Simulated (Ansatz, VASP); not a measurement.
Two plane-wave programs on WSe2

```
W Se
1.0
    -3.27899    0.00000    0.00000
    -1.63949   -2.83968    0.00000
    -0.81975   -0.47328   14.01124
W Se
2 4
Direct
  0.87500 0.87500 0.75000
  0.95833 0.95833 0.25000
  0.18829 0.18829 0.87028
  0.27162 0.27162 0.37028
  0.31171 0.31171 0.12972
  0.22838 0.22838 0.62972
```

Alike in both runs: task single point; functional PBE; dispersion D3(BJ); k mesh 9 × 9 × 2; occupations gaussian, width 0.05 eV; no spin polarisation.

|  | VASP | Ansatz |
| --- | --- | --- |
| version | VASP 6.6.1 | Ansatz 0.2.0 |
| potentials or method | VASP PAW PBE potentials, release 64 (W_sv, Se), cutoff 520 eV | scalar-relativistic, plane waves, PAW |
| valence electrons in the cell | 52 | 92 |

Ansatz gave:

| Property | Result |
| --- | --- |
| gap on the k mesh at the Fermi level (eV) | 1.36 |
| least direct gap on the mesh (eV) | 1.65 |
| pressure (GPa) | -0.1 |
| traceless stress, the component that is largest in VASP (GPa) | -0.31 |
| rms of the force components (eV/Å) | 0.025 |

**Question.** What did VASP give for the same quantities?

**Answer.** gap on the k mesh at the Fermi level (eV): 1.36; least direct gap on the mesh (eV): 1.65; pressure (GPa): 0.2; traceless stress, the component that is largest in VASP (GPa): -0.22; rms of the force components (eV/Å): 0.043.

Atom by atom the forces differ by 0.023 eV/Å (rms over components). VASP's potentials hold 52 valence electrons a cell and Ansatz's 92, so a difference there can come from the potentials and not from the codes.

Neither program's run includes spin-orbit coupling.
